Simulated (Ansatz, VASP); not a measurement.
# Two plane-wave programs on Si

File POSCAR:

```
Si
1.0
    0.0258862294      2.7207839361      2.7207839361
    2.7207839361      0.0258862294      2.7207839361
    2.7207839361      2.7207839361      0.0258862294
Si
2
Direct
    0.0006120971      0.0006120971      0.0006120971
    0.2493879029      0.2493879029      0.2493879029
```

The input INCAR.step1:

```
SYSTEM = Si
ALGO = Normal
EDIFF = 1E-5
ENCUT = 520
GGA = PE
ISIF = 2
ISMEAR = 0
LASPH = .True.
LCHARG = .False.
LREAL = .False.
LWAVE = .True.
NBANDS = 11
NELM = 60
PREC = Accurate
SIGMA = 0.01
```

Contents of INCAR.step2:

```
SYSTEM = Si
ALGO = Normal
EDIFF = 1E-6
ENCUT = 520
GGA = PE
HFSCREEN = 0.2079
ISIF = 2
ISMEAR = 0
ISTART = 1
LASPH = .True.
LCHARG = .False.
LHFCALC = .True.
LREAL = .False.
LWAVE = .False.
NBANDS = 11
NELM = 60
PREC = Accurate
PRECFOCK = Normal
SIGMA = 0.01
```

KPOINTS

```
k-points
0
Gamma
  6 6 6
  0 0 0
```

Input for Ansatz:

```yaml
crystal:
  lattice:
    - [0.0258862294, 2.7207839361, 2.7207839361]
    - [2.7207839361, 0.0258862294, 2.7207839361]
    - [2.7207839361, 2.7207839361, 0.0258862294]
  atoms:
    - { symbol: Si, position: [0.0006120971, 0.0006120971, 0.0006120971] }
    - { symbol: Si, position: [0.2493879029, 0.2493879029, 0.2493879029] }
kpoints:
  mp_grid: { grid: [6, 6, 6] }
  band_path:
    path:
      - [0.0, 0.0, 0.0]
      - [0.5, 0.0, 0.5]
      - [0.625, 0.25, 0.625]
      - [0.375, 0.375, 0.75]
      - [0.5, 0.5, 0.5]
      - [0.5, 0.25, 0.75]
      - [0.0, 0.424479, 0.424479]
    npoints: 1
hamiltonian:
  xc: hse06
scf:
  occupations: { method: fixed }
  n_extra_bands: 4
output:
  forces: true
  stress: true
  eigenvalues: true
```

Change from the starting cell: epitaxial_111 strain -1.0%.

Alike in both runs: task single point; functional HSE06; k mesh 6 × 6 × 6; no spin polarisation.

|  | VASP | Ansatz |
| --- | --- | --- |
| version | VASP 6.6.1 | Ansatz 0.2.0 |
| potentials or method | VASP PAW PBE potentials, release 64 (Si) | plane waves, PAW |
| plane-wave cutoff (eV) | 520 | 420 |
| occupations | gaussian, width 0.01 eV | fixed |
| valence electrons in the cell | 8 | 8 |

|  | VASP | Ansatz | Ansatz less VASP |
| --- | --- | --- | --- |
| gap on the k mesh at the Fermi level (eV) | 1.15 | 1.14 | -0.012 |
| pressure (GPa) | 1.1 | 1.4 | +0.35 |
| traceless stress, the component that is largest in VASP (GPa) | -0.80 | -0.79 | +0.006 |

Ansatz's warnings: stress exchange threshold loose, stress scf threshold loose.
